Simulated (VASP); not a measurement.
Wanted: the native input for a VASP 6.6.1 run.

| Quantity | Value |
| --- | --- |
| Task | single point |
| Functional | PBE |
| Potentials or basis | VASP PAW PBE potentials, release 64 (Mn_pv, O) |
| Cutoff | 520 eV |
| k mesh | 9 × 9 × 9 |
| Occupations | fermi-dirac, width 0.05 eV |
| Spin | collinear spin, ferromagnetic start |
| Starting moments | [8.0, 0.0] μB |
| Fixed moment | 8 μB |
| Dipole correction | no |
| Further INCAR settings | ALGO = Normal; EDIFF = 1e-06; NBANDS = 20 |

The structure of MnO lies in POSCAR:

```
MnO
1.0
    0.0000000000      2.2239077028      2.2239077028
    2.2239077028      0.0000000000      2.2239077028
    2.2239077028      2.2239077028      0.0000000000
Mn O
1 1
Direct
    0.0000000000      0.0000000000      0.0000000000
    0.5000000000      0.5000000000      0.5000000000
```

One way to write it, as run:

INCAR

```
SYSTEM = MnO
PREC     = Accurate       ! precision mode
ENCUT    = 520            ! plane-wave cutoff, eV
EDIFF    = 1E-6           ! SCF threshold, eV
ISMEAR   = -1             ! smearing method
SIGMA    = 0.05           ! smearing width, eV
LREAL    = .FALSE.        ! projectors in reciprocal space
LASPH    = .TRUE.         ! aspherical terms in the spheres
NELM     = 150            ! most SCF steps
ALGO     = Normal         ! electronic algorithm
ISIF     = 2              ! what is computed and relaxed
LWAVE    = .FALSE.        ! write WAVECAR
LCHARG   = .FALSE.        ! write CHGCAR
ISPIN    = 2              ! spin polarisation
MAGMOM   = 8 0            ! initial moments
LORBIT   = 11             ! projections on sites
NUPDOWN  = 8.0            ! fixed moment
LMAXMIX  = 4              ! l up to which the mixer works
GGA      = PE             ! functional
NBANDS   = 20             ! bands
```

KPOINTS

```
regular mesh
0
G
  9 9 9
  0 0 0
```

Potentials or basis: VASP PAW PBE potentials, release 64 (Mn_pv, O).

Run with:

```console
$ cat potpaw_PBE.64/Mn_pv/POTCAR potpaw_PBE.64/O/POTCAR > POTCAR
$ mpirun -np 1 vasp_std > vasp.out
```

It gave:

```json
{
 "Pressure": "118.8 GPa",
 "Net moment": "8.00 μB per cell",
 "Site moments": "Mn +5.11; O +1.62 μB",
 "Valence electrons inside the program's atomic spheres": "Mn 11.51; O 4.76"
}
```

Caveat: the total moment is fixed, so each spin has its own Fermi level; a cell with one magnetic atom can't hold antiferromagnetic order, which such compounds often take.

Wall time 15 s on 1 thread of Intel(R) Xeon(R) Platinum 8488C (Sapphire Rapids) (shared host), peak memory 0.15 GiB.
